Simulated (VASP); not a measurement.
# Te2Mo in VASP: a series of runs

The runs below take Te2Mo through single point, with PBE+D3(BJ), RPBE+D3(BJ).

Program: VASP 6.6.1. These are calculated values, not measurements. Logs are shortened: lines on timing, memory, paths and dates and some standing lists are left out, and cuts for length are marked.

## 1. The cell of the first run

The cell holds a slab with vacuum, 6 atoms: a = 6.232 Å, b = 3.409 Å, c = 35.437 Å, α = 90.00°, β = 90.14°, γ = 90.00°.

## 2. Single point, PBE+D3(BJ)

INCAR

```
SYSTEM = Te2Mo
  PREC = Accurate
  ENCUT = 520
  EDIFF = 1E-7
  ISMEAR = -1
  SIGMA = 0.05
  LREAL = .FALSE.
  LASPH = .TRUE.
  NELM = 60
  ALGO = Normal
  ISIF = 2
  LWAVE = .FALSE.
  LCHARG = .FALSE.
  GGA = PE
  IVDW = 12
  NBANDS = 35
```

KPOINTS

```
regular mesh
0
G
  4 8 1
  0 0 0
```

POSCAR

```
Te2Mo
1.0
    6.2317438208      0.0000000000      0.0000000000
    0.0000000000      3.4093544903      0.0000000000
   -0.0839909111      0.0000000000     35.4373997734
Te Mo
4 2
Direct
    0.4292511000      0.7500000000      0.5407035800
    0.5707489000      0.2500000000      0.4592964200
    0.9208478700      0.2500000000      0.5565273200
    0.0791521300      0.7500000000      0.4434726800
    0.1813475600      0.2500000000      0.4974653700
    0.8186524400      0.7500000000      0.5025346300
```

Potentials or basis: VASP PAW PBE potentials, release 64 (Te, Mo_sv).

Run with:

```bash
$ cat potpaw_PBE.64/Te/POTCAR potpaw_PBE.64/Mo_sv/POTCAR > POTCAR
$ mpirun -np 1 vasp_std > vasp.out
```

OUTCAR:

```text
SYSTEM = Te2Mo
   PREC = Accurate
   ENCUT = 520
   EDIFF = 1E-7
   ISMEAR = -1
   LREAL = .FALSE.
   LASPH = .TRUE.
   NELM = 60
   ISIF = 2
   GGA = PE
   IVDW = 12
 IVDW          = 12

 ion  position               nearest neighbor table
   1  0.429  0.750  0.541-   5 2.76   5 2.76   6 2.78   2 3.47   2 3.47   3 3.55   3 3.55   3 3.64
                             3 3.64
   2  0.571  0.250  0.459-   6 2.76   6 2.76   5 2.78   1 3.47   1 3.47   4 3.55   4 3.55   4 3.64
                             4 3.64
   3  0.921  0.250  0.557-   6 2.64   6 2.64   5 2.65   1 3.55   1 3.55   1 3.64   1 3.64
   4  0.079  0.750  0.443-   5 2.64   5 2.64   6 2.65   2 3.55   2 3.55   2 3.64   2 3.64
   5  0.181  0.250  0.497-   4 2.64   4 2.64   3 2.65   1 2.76   1 2.76   2 2.78   6 2.84   6 2.84

   6  0.819  0.750  0.503-   3 2.64   3 2.64   4 2.65   2 2.76   2 2.76   1 2.78   5 2.84   5 2.84

  LATTYP: Found a simple monoclinic cell.
 ALAT       =     6.2317438208
 B/A-ratio  =     0.5470947761
 C/A-ratio  =     5.6866104138
 COS(beta)  =    -0.0023701139

  Lattice vectors:

 A1 = (   6.2317438208,   0.0000000000,   0.0000000000)
 A2 = (   0.0000000000,   3.4093544903,   0.0000000000)
 A3 = (  -0.0839909111,   0.0000000000,  35.4373997734)

Analysis of symmetry for initial positions (statically):
=====================================================================
 Subroutine PRICEL returns:
 Original cell was already a primitive cell.

 Routine SETGRP: Setting up the symmetry group for a
 simple monoclinic supercell.

 Subroutine GETGRP returns: Found  4 space group operations
 (whereof  2 operations were pure point group operations)
 out of a pool of  4 trial point group operations.

The static configuration has the point symmetry S_2 .
 The point group associated with its full space group is C_2h.

Analysis of symmetry for dynamics (positions and initial velocities):
=====================================================================
 Subroutine PRICEL returns:
 Original cell was already a primitive cell.

 Routine SETGRP: Setting up the symmetry group for a
 simple monoclinic supercell.

 Subroutine GETGRP returns: Found  4 space group operations
 (whereof  2 operations were pure point group operations)
 out of a pool of  4 trial point group operations.

The dynamic configuration has the point symmetry S_2 .
 The point group associated with its full space group is C_2h.
[... 96 lines left out ...]
   NELM   =     60;   NELMIN=  2; NELMDL= -5     # of ELM steps
   EDIFF  = 0.1E-06   stopping-criterion for ELM
   LREAL  =      F    real-space projection
   EDIFFG = 0.1E-05   stopping-criterion for IOM
   NSW    =      0    number of steps for IOM
   IBRION =     -1    ionic relax: 0-MD 1-quasi-New 2-CG
   NFREE  =      0    steps in history (QN), initial steepest desc. (CG)
   ISIF   =      2    stress and relaxation
   ISYM   =      2    0-nonsym 1-usesym 2-fastsym
   POTIM  = 0.5000    time-step for ionic-motion
   TEBEG  =    0.0;   TEEND  =   0.0 temperature during run
   PSTRESS=    0.0 pullay stress
   NELECT =      52.0000    total number of electrons
   NUPDOWN=      -1.0000    fix difference up-down
   EMIN   =  10.00;   EMAX   =-10.00  energy-range for DOS
   EFERMI =   0.00;   METHOD = LEGACY
   ISMEAR =    -1;   SIGMA  =   0.05  broadening in eV -4-tet -1-fermi 0-gaus
   EFERMI_NEDOS =   21; number of points for ismear=-14 and -15
   IALGO  =     38    algorithm
   IMIX   =      4    mixing-type and parameters
     AMIX     =   0.40;   BMIX     =  1.00
     AMIX_MAG =   1.60;   BMIX_MAG =  1.00
  volume/ion in A,a.u.               =     125.49       846.82
  Fermi-wavevector in a.u.,A,eV,Ry     =   0.671678  1.269288  6.138295  0.451152
  Thomas-Fermi vector in A             =   1.747570
   LORBIT       =      0    0 simple, 1 ext, 2 COOP (PROOUT), +10 PAW based schemes
   GGA     = PE    functional components
   LHFCALC =     F    Hartree Fock is set to
   AEXX    =    0.0000 exact exchange contribution
   IVDW    =    12    specifies the selected vdW correction
   LEPSILON=     F    determine dielectric tensor
   LRPA    =     F    only Hartree local field effects (RPA)
 non-spin polarized calculation
  energy-cutoff  :      520.00
  volume of cell :      752.91
 maximum number of plane-waves:     20323
 NGX is ok and might be reduce to    48
   NGX = 23   NGY = 13   NGZ =131

 number of electron      52.0000000 magnetization

 Free energy of the ion-electron system (eV)
  ---------------------------------------------------
  ext. energy  EPLUGINS =         0.00000000
  ---------------------------------------------------
  free energy    TOTEN  =       -35.73880252 eV

  energy without entropy =      -35.72997919  energy(sigma->0) =      -35.73439086

 E-fermi :  -2.0202     XC(G=0):  -2.3755

 val. band max:       -2.1597642774   @ k =   0.0000   0.1250   0.0000
 cond. band min:      -2.0124453513   @ k =   0.0000   0.1250   0.0000
 fundamental gap:      0.1473189261
 Fermi energy:        -2.0201708915

 k-point     1 :       0.0000    0.0000    0.0000
  band No.  band energies     occupation
      1     -62.9569      2.00000
      2     -62.8820      2.00000
      3     -37.2617      2.00000
      4     -37.1834      2.00000
      5     -37.1361      2.00000
      6     -36.9843      2.00000
[... 559 lines left out ...]
     34       1.7187      0.00000
     35       2.7368      0.00000

------------------------ aborting loop because EDIFF is reached ----------------------------------------

 Edisp (eV)   -2.44707

 E8    (eV) :    -1.1933

  FORCE on cell =-STRESS in cart. coord.  units (eV):
  Direction    XX          YY          ZZ          XY          YZ          ZX
  --------------------------------------------------------------------------------------
  -------------------------------------------------------------------------------------
  Total       4.39411     3.37763     6.61416     0.00000     0.00000     0.11906
  in kB       9.35056     7.18752    14.07478     0.00000     0.00000     0.25336
  external pressure =       10.20 kB  Pullay stress =        0.00 kB

 VOLUME and BASIS-vectors are now :
 -----------------------------------------------------------------------------
  energy-cutoff  :      520.00
  volume of cell :      752.91
      direct lattice vectors                 reciprocal lattice vectors
     6.231743821  0.000000000  0.000000000     0.160468727  0.000000000  0.000380330
     0.000000000  3.409354490  0.000000000     0.000000000  0.293310655  0.000000000
    -0.083990911  0.000000000 35.437399773     0.000000000  0.000000000  0.028218775

 POSITION                                       TOTAL-FORCE (eV/Angst)
 -----------------------------------------------------------------------------------
      2.62957      2.55702     19.16113         0.121120     -0.000000      0.607090
      3.51818      0.85234     16.27627        -0.121120     -0.000000     -0.607090
      5.69174      0.85234     19.72188        -0.042916     -0.000000      1.224332
      0.45601      2.55702     15.71552         0.042916      0.000000     -1.224332
      1.08833      0.85234     17.62888         0.325430     -0.000000      0.098206
      5.05942      2.55702     17.80852        -0.325430     -0.000000     -0.098206
 -----------------------------------------------------------------------------------
    total drift:                               -0.000000     -0.000000     -0.000000

  FREE ENERGIE OF THE ION-ELECTRON SYSTEM (eV)
  ---------------------------------------------------
  free  energy   TOTEN  =       -38.1858697241 eV

  energy  without entropy=      -38.1770463949  energy(sigma->0) =      -38.18145806
```

OSZICAR:

```text
N       E                     dE             d eps       ncg     rms          rms(c)
DAV:   1     0.427482897240E+03    0.42748E+03   -0.21901E+04  1354   0.106E+03
DAV:   2     0.638832243918E+01   -0.42109E+03   -0.41106E+03  1536   0.234E+02
DAV:   3    -0.353434556551E+02   -0.41732E+02   -0.41060E+02  1356   0.701E+01
DAV:   4    -0.369647093605E+02   -0.16213E+01   -0.16007E+01  1500   0.137E+01
[... 19 lines left out ...]
DAV:  24    -0.357388011810E+02   -0.25978E-05   -0.28687E-08   852   0.380E-04    0.806E-04
DAV:  25    -0.357388019457E+02   -0.76471E-06   -0.24215E-09   793   0.424E-04    0.281E-04
DAV:  26    -0.357388023599E+02   -0.41418E-06   -0.32749E-10   747   0.336E-04    0.295E-04
DAV:  27    -0.357388024756E+02   -0.11571E-06    0.68191E-09   707   0.124E-04    0.188E-04
DAV:  28    -0.357388025223E+02   -0.46713E-07    0.75146E-09   667   0.939E-05
   1 F= -.38185870E+02 E0= -.38181458E+02  d E =-.882333E-02
```

stdout:

```text
POSCAR found type information on POSCAR TeMo
 POSCAR found :  2 types and       6 ions
 scaLAPACK will be used
 LDA part: xc-table for (Slater+PW92), standard interpolation
 POSCAR, INCAR and KPOINTS ok, starting setup
 FFT: planning ... GRIDC
 FFT: planning ... GRID_SOFT
 FFT: planning ... GRID
 WAVECAR not read
 entering main loop
```

Run time: 13 min. Hardware: 1 thread of Intel Xeon 6975P-C (Granite Rapids), shared host; peak memory 0.9 GiB.

What came out:

- Free energy: -38.1859 eV
- Largest force: 1.225 eV/Å
- Band gap on the k mesh: zero (bands 26 and 27 overlap by 0.23 eV)
- Dispersion energy per atom: -0.408 eV

Forces in eV/Å, atoms in the order of the input:
```
Te   0.121  0.000  0.607
Te  -0.121  0.000 -0.607
Te  -0.043  0.000  1.224
Te   0.043  0.000 -1.224
Mo   0.325  0.000  0.098
Mo  -0.325  0.000 -0.098
```

Levels at points of the mesh, in eV from the Fermi level:
```tsv
k point	band 22	band 23	band 24	band 25	band 26	band 27	band 28	band 29	band 30	band 31
(0.00, 0.00, 0.00)	-1.34	-1.02	-0.62	-0.31	0.24	0.69	1.20	1.86	2.25	2.50
(0.50, 0.00, 0.00)	-1.37	-1.34	-0.85	-0.83	-0.68	0.09	1.25	1.56	1.99	3.06
(0.00, 0.50, 0.00)	-2.70	-1.67	-1.67	-1.45	-1.45	1.27	1.27	1.56	1.56	2.14
(0.50, 0.50, 0.00)	-2.44	-1.79	-1.79	-0.87	-0.87	1.20	1.20	2.03	2.03	2.48
```

Caveat: there is no dipole correction, which matters where the two faces differ; spin-orbit coupling is left out, which moves the levels of the heavy elements.

## 3. Single point, RPBE+D3(BJ)

INCAR

```
SYSTEM = Te2Mo
PREC = Accurate ; ENCUT = 520
EDIFF = 1E-6 ; ISMEAR = -1
SIGMA = 0.05 ; LREAL = .FALSE.
LASPH = .TRUE. ; NELM = 80
ALGO = Normal ; ISIF = 2
LWAVE = .FALSE. ; LCHARG = .FALSE.
GGA = RP ; IVDW = 12
NBANDS = 35
```

KPOINTS is that of step 2.

POSCAR is that of step 2.

Potentials or basis: VASP PAW PBE potentials, release 64 (Te, Mo_sv).

Run with:

```bash
$ cat potpaw_PBE.64/Te/POTCAR potpaw_PBE.64/Mo_sv/POTCAR > POTCAR
$ mpirun -np 1 vasp_std > vasp.out
```

Run time: 12 min. Hardware: 1 thread of Intel Xeon 6975P-C (Granite Rapids), shared host; peak memory 0.87 GiB.

Results (log left out):

* Free energy: -48.5579 eV
* Largest force: 0.821 eV/Å
* Band gap on the k mesh: zero (bands 26 and 27 overlap by 0.22 eV)
* Dispersion energy per atom: -2.558 eV

Forces on the atoms (eV/Å):
```
Te   0.181  0.000 -0.800
Te  -0.181  0.000  0.800
Te  -0.066  0.000 -0.147
Te   0.066  0.000  0.147
Mo   0.186  0.000  0.178
Mo  -0.186  0.000 -0.178
```

Levels at points of the mesh, in eV from the Fermi level:
```tsv
k point	band 22	band 23	band 24	band 25	band 26	band 27	band 28	band 29	band 30	band 31
(0.00, 0.00, 0.00)	-1.34	-1.03	-0.62	-0.31	0.23	0.69	1.20	1.86	2.25	2.49
(0.50, 0.00, 0.00)	-1.38	-1.34	-0.85	-0.84	-0.69	0.09	1.25	1.56	1.99	3.07
(0.00, 0.50, 0.00)	-2.71	-1.69	-1.69	-1.46	-1.46	1.28	1.28	1.56	1.56	2.15
(0.50, 0.50, 0.00)	-2.45	-1.80	-1.80	-0.88	-0.88	1.21	1.21	2.03	2.03	2.48
```

Caveat: the dispersion term is far too large for a dense solid, which distorts pressure and volume; there is no dipole correction, which matters where the two faces differ; the PAW data sets were made with another functional, which shifts forces and pressure a little; spin-orbit coupling is left out, which moves the levels of the heavy elements.

The gap in the log of VASP goes by the Fermi energy; the results here count the filled bands.